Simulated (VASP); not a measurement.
Runs of VASP 6.6.1 on Mo. The structure is that of space group P6/mmm (No. 191), or close to it. The cells are those of the table. 

```csv
task,cell,k mesh,cutoff (eV),gap on the mesh (eV),pressure (GPa),relaxed volume (Å³/atom)
single point,"a = 2.774, b = 2.774, c = 2.522 Å, angles 90.0, 90.0, 120.0°, 1 atom",24 × 24 × 22,520,none,(b),-
single point,"a = 2.713, b = 2.713, c = 2.535 Å, angles 90.0, 90.0, 120.0°, 1 atom",9 × 9 × 8,520,none,(a),-
relaxation of cell and atoms,"relaxed from a = 2.713, b = 2.713, c = 2.535 Å, angles 90.0, 90.0, 120.0°, 1 atom",9 × 9 × 6,600,none,-0.1,16.80
single point,"a = 2.768, b = 2.768, c = 2.527 Å, angles 90.0, 90.0, 120.0°, 1 atom",9 × 9 × 6,520,none,0.4,-
relaxation of cell and atoms,"relaxed from a = 2.768, b = 2.768, c = 2.527 Å, angles 90.0, 90.0, 120.0°, 1 atom",24 × 24 × 22,600,none,0.0,16.84
```

Alike in all rows: level PBE; potentials or basis VASP PAW PBE potentials, release 64 (Mo_sv); no spin polarisation; smearing gaussian 0.1 eV.

Q: Estimate the missing entries.

A: (a) 10.2; (b) 0.5.

Caveats: some runs use coarse meshes.

A k mesh can miss the band edges, and the runs leave out spin-orbit coupling on Mo.

A gap of «none» marks levels without a gap at the run's occupations.
